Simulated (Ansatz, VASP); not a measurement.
# Two plane-wave programs on Zn2CdTe3

INCAR

```
  PREC = Accurate
  ENCUT = 600
  EDIFF = 1E-6
  ISMEAR = 0
  SIGMA = 0.1
  LREAL = F
  LASPH = T
  NELM = 100
  ALGO = Normal
  ISIF = 3
  LWAVE = F
  LCHARG = F
  GGA = PE
  IBRION = 2
  NSW = 100
  EDIFFG = -0.01
```

KPOINTS

```
regular mesh
0
Gamma
  6 6 6
```

POSCAR

```
Zn2CdTe3
1.0
    3.7920523187      2.1893424270      3.5975997204
   -3.7920523187      2.1893424270      3.5975997204
    0.0000000000     -4.3786848540      3.5975997204
Zn Cd Te
2 1 3
Direct
    0.8803054825      0.8803054825      0.8803054825
    0.1196945175      0.1196945175      0.1196945175
    0.5000000000      0.5000000000      0.5000000000
    0.5000000000      0.5000000000      0.0000000000
    0.0000000000      0.5000000000      0.5000000000
    0.5000000000      0.0000000000      0.5000000000
```

Input for Ansatz:

```yaml
crystal:
  lattice:
    - [3.7920523187, 2.189342427, 3.5975997204]
    - [-3.7920523187, 2.189342427, 3.5975997204]
    - [0.0, -4.378684854, 3.5975997204]
  atoms:
    - { symbol: Zn, position: [0.8803054825, 0.8803054825, 0.8803054825] }
    - { symbol: Zn, position: [0.1196945175, 0.1196945175, 0.1196945175] }
    - { symbol: Cd, position: [0.5, 0.5, 0.5] }
    - { symbol: Te, position: [0.5, 0.5, 0.0] }
    - { symbol: Te, position: [0.0, 0.5, 0.5] }
    - { symbol: Te, position: [0.5, 0.0, 0.5] }
basis:
  ecutwfc: 420
kpoints:
  mp_grid: { grid: [6, 6, 6] }
hamiltonian:
  xc: pbe
scf:
  occupations: { method: gaussian, width: 0.1 }
output:
  forces: true
  stress: true
  eigenvalues: true
relax:
  adjacent_minimum: "off"
  f_tol: 0.01
  max_steps: 80
  cell: { stress_tol: 0.05 }
```

Alike in both runs: task relaxation of cell and atoms; functional PBE; k mesh 6 × 6 × 6; occupations gaussian, width 0.1 eV; no spin polarisation.

|  | VASP | Ansatz |
| --- | --- | --- |
| version | VASP 6.6.1 | Ansatz 0.2.0 |
| potentials or method | VASP PAW PBE potentials, release 64 (Zn, Cd, Te), cutoff 600 eV | scalar-relativistic, plane waves, PAW |
| valence electrons in the cell | 54 | 92 |

|  | VASP | Ansatz | Ansatz less VASP |
| --- | --- | --- | --- |
| gap on the k mesh at the Fermi level, each at its own relaxed structure (eV) | none | none | - |
| relaxed volume (Å³/atom) | 31.33 | 31.24 | -0.086 |
| relaxed length of the cell vector where the two differ most in proportion (Å) | 5.774 | 5.769 | -0.0051 |

A gap of «none» marks a metal or a gap that the smearing closes. VASP's potentials hold 54 valence electrons a cell and Ansatz's 92, so a difference there can come from the potentials and not from the codes.

Neither program's run includes spin-orbit coupling.
